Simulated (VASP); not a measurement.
# RbBr (Pm-3m) in VASP: settings compared

RbBr is run at these levels: LDA, PBE, r2SCAN; tasks: single point.

Everything below comes from runs of VASP 6.6.1. Logs are shortened: lines on timing, memory, paths and dates and some standing lists are left out, and cuts for length are marked.

## (1) The cell of the first run

It takes space group Pm-3m (No. 221, cubic). Conventional cell: a = 4.124 Å, b = 4.124 Å, c = 4.124 Å, α = 90.00°, β = 90.00°, γ = 90.00°. Within 4.7 Å of Rb (site symmetry m-3m) lie 8 Br at 3.57 Å and 6 Rb at 4.12 Å. Br (site symmetry m-3m) has 8 Rb at 3.57 Å and 6 Br at 4.12 Å within 4.7 Å.

## (2) Single point, LDA

Input file INCAR:

```
SYSTEM = RbBr
ALGO = Normal
EDIFF = 1E-7
ENCUT = 520
GGA = CA
ISIF = 2
ISMEAR = 0
LASPH = .TRUE.
LCHARG = .FALSE.
LREAL = .FALSE.
LWAVE = .FALSE.
NBANDS = 15
NELM = 60
PREC = Accurate
SIGMA = 0.01
```

Input file KPOINTS:

```
k-points
0
G
  4 4 4
  0 0 0
```

Input file POSCAR:

```
RbBr
1.0
    4.1242529966      0.0000000000      0.0000000000
    0.0000000000      4.1242529966      0.0000000000
    0.0000000000      0.0000000000      4.1242529966
Rb Br
1 1
Direct
    0.0000000000      0.0000000000      0.0000000000
    0.5000000000      0.5000000000      0.5000000000
```

Potentials or basis: VASP PAW LDA potentials, release 64 (Rb_sv, Br).

On the command line:

```console
$ cat potpaw_LDA.64/Rb_sv/POTCAR potpaw_LDA.64/Br/POTCAR > POTCAR
$ mpirun -np 1 vasp_std > vasp.out
```

OUTCAR:

```text
SYSTEM = RbBr
   EDIFF = 1E-7
   ENCUT = 520
   GGA = CA
   ISIF = 2
   ISMEAR = 0
   LASPH = .TRUE.
   LREAL = .FALSE.
   NELM = 60
   PREC = Accurate

 ion  position               nearest neighbor table
   1  0.000  0.000  0.000-   2 3.57   2 3.57   2 3.57   2 3.57   2 3.57   2 3.57   2 3.57   2 3.57

   2  0.500  0.500  0.500-   1 3.57   1 3.57   1 3.57   1 3.57   1 3.57   1 3.57   1 3.57   1 3.57

  LATTYP: Found a simple cubic cell.
 ALAT       =     4.1242529966

  Lattice vectors:

 A1 = (   4.1242529966,   0.0000000000,   0.0000000000)
 A2 = (   0.0000000000,   4.1242529966,   0.0000000000)
 A3 = (   0.0000000000,   0.0000000000,   4.1242529966)

Analysis of symmetry for initial positions (statically):
=====================================================================
 Subroutine PRICEL returns:
 Original cell was already a primitive cell.

 Routine SETGRP: Setting up the symmetry group for a
 simple cubic supercell.

 Subroutine GETGRP returns: Found 48 space group operations
 (whereof 48 operations were pure point group operations)
 out of a pool of 48 trial point group operations.

The static configuration has the point symmetry O_h .

Analysis of symmetry for dynamics (positions and initial velocities):
=====================================================================
 Subroutine PRICEL returns:
 Original cell was already a primitive cell.

 Routine SETGRP: Setting up the symmetry group for a
 simple cubic supercell.

 Subroutine GETGRP returns: Found 48 space group operations
 (whereof 48 operations were pure point group operations)
 out of a pool of 48 trial point group operations.

The dynamic configuration has the point symmetry O_h .

 Subroutine INISYM returns: Found 48 space group operations
 (whereof 48 operations are pure point group operations),
 and found     1 'primitive' translations

----------------------------------------------------------------------------------------

                                     Primitive cell

  volume of cell :      70.1513

  direct lattice vectors                    reciprocal lattice vectors
     4.124252997  0.000000000  0.000000000     0.242468151  0.000000000  0.000000000
     0.000000000  4.124252997  0.000000000     0.000000000  0.242468151  0.000000000
     0.000000000  0.000000000  4.124252997     0.000000000  0.000000000  0.242468151

  length of vectors
     4.124252997  4.124252997  4.124252997     0.242468151  0.242468151  0.242468151

  position of ions in fractional coordinates (direct lattice)
     0.000000000  0.000000000  0.000000000
     0.500000000  0.500000000  0.500000000

  ion indices of the primitive-cell ions
   primitive index   ion index
                 1           1
                 2           2

----------------------------------------------------------------------------------------

 KPOINTS: k-points

Automatic generation of k-mesh.
 Grid dimensions read from file:
 generate k-points for:    4    4    4

 Generating k-lattice:

  Cartesian coordinates                     Fractional coordinates (reciprocal lattice)
     0.060617038  0.000000000  0.000000000     0.250000000  0.000000000  0.000000000
     0.000000000  0.060617038  0.000000000     0.000000000  0.250000000  0.000000000
     0.000000000  0.000000000  0.060617038     0.000000000  0.000000000  0.250000000

  Length of vectors
     0.060617038  0.060617038  0.060617038

  Shift w.r.t. Gamma in fractional coordinates (k-lattice)
     0.000000000  0.000000000  0.000000000

 Subroutine IBZKPT returns following result:
 ===========================================

 Found     10 irreducible k-points:

 Following reciprocal coordinates:
            Coordinates               Weight
  0.000000  0.000000  0.000000      1.000000
  0.250000  0.000000  0.000000      6.000000
  0.500000  0.000000  0.000000      3.000000
  0.250000  0.250000  0.000000     12.000000
  0.500000  0.250000  0.000000     12.000000
  0.500000  0.500000  0.000000      3.000000
  0.250000  0.250000  0.250000      8.000000
  0.500000  0.250000  0.250000     12.000000
  0.500000  0.500000  0.250000      6.000000
  0.500000  0.500000  0.500000      1.000000
   k-points           NKPTS =     10   k-points in BZ     NKDIM =     10   number of bands    NBANDS=     15
   number of dos      NEDOS =    301   number of ions     NIONS =      2
   total plane-waves  NPLWV =  32768
   dimension x,y,z NGX =    32 NGY =   32 NGZ =   32
   dimension x,y,z NGXF=    64 NGYF=   64 NGZF=   64
   ions per type =               1   1
   NGX,Y,Z   is equivalent  to a cutoff of  12.90, 12.90, 12.90 a.u.
   NGXF,Y,Z  is equivalent  to a cutoff of  25.80, 25.80, 25.80 a.u.
 SYSTEM =  RbBr
   PREC   = accura    normal or accurate (medium, high low for compatibility)
   ISTART =      0    job   : 0-new  1-cont  2-samecut
   ICHARG =      2    charge: 1-file 2-atom 10-const
   ISPIN  =      1    spin polarized calculation?
   LNONCOLLINEAR =      F non collinear calculations
   LSORBIT =      F    spin-orbit coupling
   LASPH  =      T    aspherical Exc in radial PAW
   ENCUT  =  520.0 eV  38.22 Ry    6.18 a.u.   7.67  7.67  7.67*2*pi/ulx,y,z
   NELM   =     60;   NELMIN=  2; NELMDL= -5     # of ELM steps
   EDIFF  = 0.1E-06   stopping-criterion for ELM
   LREAL  =      F    real-space projection
   EDIFFG = 0.1E-05   stopping-criterion for IOM
   NSW    =      0    number of steps for IOM
   IBRION =     -1    ionic relax: 0-MD 1-quasi-New 2-CG
   NFREE  =      0    steps in history (QN), initial steepest desc. (CG)
   ISIF   =      2    stress and relaxation
   ISYM   =      2    0-nonsym 1-usesym 2-fastsym
   POTIM  = 0.5000    time-step for ionic-motion
   TEBEG  =    0.0;   TEEND  =   0.0 temperature during run
   PSTRESS=    0.0 pullay stress
   NELECT =      16.0000    total number of electrons
   NUPDOWN=      -1.0000    fix difference up-down
   EMIN   =  10.00;   EMAX   =-10.00  energy-range for DOS
   EFERMI =   0.00;   METHOD = LEGACY
   ISMEAR =     0;   SIGMA  =   0.01  broadening in eV -4-tet -1-fermi 0-gaus
   EFERMI_NEDOS =   21; number of points for ismear=-14 and -15
   IALGO  =     38    algorithm
   IMIX   =      4    mixing-type and parameters
     AMIX     =   0.40;   BMIX     =  1.00
     AMIX_MAG =   1.60;   BMIX_MAG =  1.00
  volume/ion in A,a.u.               =      35.08       236.70
  Fermi-wavevector in a.u.,A,eV,Ry     =   1.000237  1.890174 13.612272  1.000474
  Thomas-Fermi vector in A             =   2.132580
   LORBIT       =      0    0 simple, 1 ext, 2 COOP (PROOUT), +10 PAW based schemes
   GGA     = CA    functional components
   LHFCALC =     F    Hartree Fock is set to
   AEXX    =    0.0000 exact exchange contribution
   IVDW    =     0    specifies the selected vdW correction
   LEPSILON=     F    determine dielectric tensor
   LRPA    =     F    only Hartree local field effects (RPA)
 non-spin polarized calculation
 Gauss-broadening in eV      SIGMA  =   0.01
  energy-cutoff  :      520.00
  volume of cell :       70.15
 maximum number of plane-waves:      1924
 NGX is ok and might be reduce to    32
   NGX = 15   NGY = 15   NGZ = 15

 number of electron      16.0000002 magnetization

 Free energy of the ion-electron system (eV)
  ---------------------------------------------------
  ext. energy  EPLUGINS =         0.00000000
  ---------------------------------------------------
  free energy    TOTEN  =        -6.66652734 eV

  energy without entropy =       -6.66652734  energy(sigma->0) =       -6.66652734

 E-fermi :  -0.7108     XC(G=0):  -8.4088

 val. band max:       -0.8463333043   @ k =   0.5000   0.5000   0.0000
 cond. band min:       2.8432244099   @ k =   0.0000   0.0000   0.0000
 fundamental gap:      3.6895577142
 Fermi energy:        -0.7108338653

 k-point     1 :       0.0000    0.0000    0.0000
  band No.  band energies     occupation
      1     -25.7967      2.00000
      2     -13.4979      2.00000
      3      -9.8414      2.00000
      4      -9.8414      2.00000
      5      -9.8414      2.00000
      6      -1.0050      2.00000
      7      -1.0050      2.00000
      8      -1.0050      2.00000
      9       2.8432      0.00000
     10       4.4519      0.00000
     11       4.4519      0.00000
     12       8.9580      0.00000
     13       8.9580      0.00000
     14       8.9580      0.00000
     15      11.7014      0.00000

 k-point     2 :       0.2500    0.0000    0.0000
  band No.  band energies     occupation
      1     -25.7858      2.00000
      2     -13.4944      2.00000
      3      -9.9206      2.00000
      4      -9.8159      2.00000
      5      -9.8159      2.00000
      6      -1.9672      2.00000
      7      -1.0449      2.00000
      8      -1.0449      2.00000
      9       4.1711      0.00000
     10       4.9139      0.00000
     11       5.6781      0.00000
     12       8.7276      0.00000
     13       8.7276      0.00000
     14       9.2900      0.00000
     15       9.4203      0.00000

 k-point     3 :       0.5000    0.0000    0.0000
  band No.  band energies     occupation
      1     -25.7748      2.00000
      2     -13.4939      2.00000
      3      -9.9869      2.00000
      4      -9.7901      2.00000
      5      -9.7901      2.00000
      6      -2.6539      2.00000
      7      -1.0875      2.00000
      8      -1.0875      2.00000
      9       5.7539      0.00000
     10       5.9325      0.00000
     11       6.5015      0.00000
     12       7.6393      0.00000
     13       8.8306      0.00000
     14       8.8306      0.00000
     15       9.7547      0.00000

 k-point     4 :       0.2500    0.2500    0.0000
  band No.  band energies     occupation
      1     -25.7753      2.00000
      2     -13.4481      2.00000
      3     -10.0102      2.00000
      4      -9.8938      2.00000
      5      -9.7943      2.00000
      6      -1.9498      2.00000
      7      -1.5505      2.00000
      8      -1.0076      2.00000
      9       4.7427      0.00000
     10       5.3579      0.00000
     11       6.4828      0.00000
     12       7.7301      0.00000
     13       8.1026      0.00000
     14       8.9688      0.00000
     15       9.5347      0.00000

 k-point     5 :       0.5000    0.2500    0.0000
  band No.  band energies     occupation
      1     -25.7648      2.00000
      2     -13.4023      2.00000
      3     -10.0755      2.00000
      4      -9.9885      2.00000
      5      -9.7725      2.00000
      6      -2.3024      2.00000
      7      -1.5525      2.00000
      8      -0.9714      2.00000
      9       5.0267      0.00000
     10       5.5840      0.00000
     11       7.2219      0.00000
     12       7.6987      0.00000
     13       7.7139      0.00000
     14       8.4844      0.00000
     15      10.1267      0.00000

 k-point     6 :       0.5000    0.5000    0.0000
  band No.  band energies     occupation
      1     -25.7548      2.00000
      2     -13.3037      2.00000
      3     -10.1736      2.00000
      4     -10.1736      2.00000
      5      -9.7547      2.00000
      6      -1.9281      2.00000
      7      -1.9281      2.00000
      8      -0.8463      2.00000
      9       4.1384      0.00000
     10       5.1017      0.00000
     11       6.9240      0.00000
     12       6.9240      0.00000
     13       9.6051      0.00000
     14       9.6051      0.00000
     15      10.6547      0.00000

 k-point     7 :       0.2500    0.2500    0.2500
  band No.  band energies     occupation
      1     -25.7652      2.00000
      2     -13.3889      2.00000
      3      -9.9749      2.00000
      4      -9.9749      2.00000
      5      -9.9087      2.00000
      6      -1.7392      2.00000
      7      -1.6342      2.00000
      8      -1.6342      2.00000
      9       5.6989      0.00000
     10       6.3759      0.00000
     11       6.3759      0.00000
     12       6.8846      0.00000
     13       7.7065      0.00000
     14       7.7065      0.00000
     15      11.8745      0.00000

 k-point     8 :       0.5000    0.2500    0.2500
  band No.  band energies     occupation
      1     -25.7551      2.00000
      2     -13.3283      2.00000
      3     -10.0993      2.00000
      4      -9.9724      2.00000
      5      -9.9388      2.00000
      6      -2.1831      2.00000
      7      -1.7215      2.00000
      8      -1.4562      2.00000
      9       5.6213      0.00000
     10       6.2682      0.00000
     11       6.2884      0.00000
     12       7.8769      0.00000
     13       7.9120      0.00000
     14       8.3615      0.00000
     15      11.0099      0.00000

 k-point     9 :       0.5000    0.5000    0.2500
  band No.  band energies     occupation
      1     -25.7453      2.00000
      2     -13.2504      2.00000
      3     -10.1284      2.00000
      4     -10.1284      2.00000
      5      -9.9224      2.00000
      6      -2.0829      2.00000
      7      -2.0829      2.00000
      8      -1.6338      2.00000
      9       5.2921      0.00000
     10       6.6858      0.00000
     11       6.9040      0.00000
     12       6.9040      0.00000
     13       9.0456      0.00000
     14       9.0456      0.00000
     15      10.9376      0.00000

 k-point    10 :       0.5000    0.5000    0.5000
  band No.  band energies     occupation
      1     -25.7357      2.00000
      2     -13.1954      2.00000
      3     -10.0820      2.00000
      4     -10.0820      2.00000
      5     -10.0820      2.00000
      6      -2.2381      2.00000
      7      -2.2381      2.00000
      8      -2.2381      2.00000
      9       7.0970      0.00000
     10       7.0970      0.00000
     11       7.0970      0.00000
     12       8.3249      0.00000
     13       8.3249      0.00000
     14       8.3249      0.00000
     15      11.3213      0.00000

------------------------ aborting loop because EDIFF is reached ----------------------------------------

  FORCE on cell =-STRESS in cart. coord.  units (eV):
  Direction    XX          YY          ZZ          XY          YZ          ZX
  --------------------------------------------------------------------------------------
  -------------------------------------------------------------------------------------
  Total       -0.8293358     -0.8293358     -0.8293358     -0.0000000      0.0000000     -0.0000000
  in kB      -18.9410959    -18.9410959    -18.9410959     -0.0000000      0.0000000     -0.0000000
  external PRESSURE =     -18.9410959 kB  Pullay stress =       0.0000000 kB

 VOLUME and BASIS-vectors are now :
 -----------------------------------------------------------------------------
  energy-cutoff  :      520.00
  volume of cell :       70.15
      direct lattice vectors                 reciprocal lattice vectors
     4.124252997  0.000000000  0.000000000     0.242468151  0.000000000  0.000000000
     0.000000000  4.124252997  0.000000000     0.000000000  0.242468151  0.000000000
     0.000000000  0.000000000  4.124252997     0.000000000  0.000000000  0.242468151

 POSITION                                       TOTAL-FORCE (eV/Angst)
 -----------------------------------------------------------------------------------
      0.00000      0.00000      0.00000         0.000000      0.000000      0.000000
      2.06213      2.06213      2.06213         0.000000      0.000000      0.000000
 -----------------------------------------------------------------------------------
    total drift:                                0.000000      0.000000     -0.000000

  FREE ENERGIE OF THE ION-ELECTRON SYSTEM (eV)
  ---------------------------------------------------
  free  energy   TOTEN  =        -6.6665273400 eV

  energy  without entropy=       -6.6665273400  energy(sigma->0) =       -6.66652734
```

Wall time 9.7 s (1 thread of Intel Xeon 8259CL, shared host); peak memory 0.15 GiB.

Results:

```
Free energy            : -6.6665 eV
Pressure               : -1.9 GPa
Band gap on the k mesh : 3.69 eV (least direct gap 3.85 eV)
```

A k mesh can miss the band edges.

## (3) Single point, PBE

Input file INCAR:

```
SYSTEM = RbBr
PREC = Accurate
ENCUT = 520
EDIFF = 1E-6
ISMEAR = 0
SIGMA = 0.01
LREAL = .False.
LASPH = .True.
NELM = 60
ALGO = Normal
ISIF = 2
LWAVE = .False.
LCHARG = .False.
GGA = PE
NBANDS = 15
```

Input file KPOINTS:

```
regular mesh
0
Gamma
  4 4 4
  0 0 0
```

POSCAR is that of step 2.

Potentials or basis: VASP PAW PBE potentials, release 64 (Rb_sv, Br).

On the command line:

```console
$ cat potpaw_PBE.64/Rb_sv/POTCAR potpaw_PBE.64/Br/POTCAR > POTCAR
$ mpirun -np 1 vasp_std > vasp.out
```

It took 11 s on 1 thread of Intel Xeon 8259CL, shared host; peak memory 0.17 GiB.

The run converged. Its results:

- Free energy: -5.9927 eV
- Pressure: 0.9 GPa
- Band gap on the k mesh: 4.08 eV (least direct gap 4.24 eV)

Levels at points of the mesh, in eV from the valence-band top:
```csv
k point,band 5,band 6,band 7,band 8,band 9,band 10,band 11,band 12
"(0.00, 0.00, 0.00)",-9.09,-0.15,-0.15,-0.15,4.08,5.58,5.58,9.93
"(0.50, 0.00, 0.00)",-9.04,-1.72,-0.23,-0.23,6.88,7.10,7.65,8.71
"(0.50, 0.50, 0.00)",-9.01,-1.05,-1.05,0.00,5.31,6.22,7.96,7.96
"(0.50, 0.50, 0.50)",-9.31,-1.34,-1.34,-1.34,8.23,8.23,8.23,9.36
```

(Part 1 of 2 ends here.)
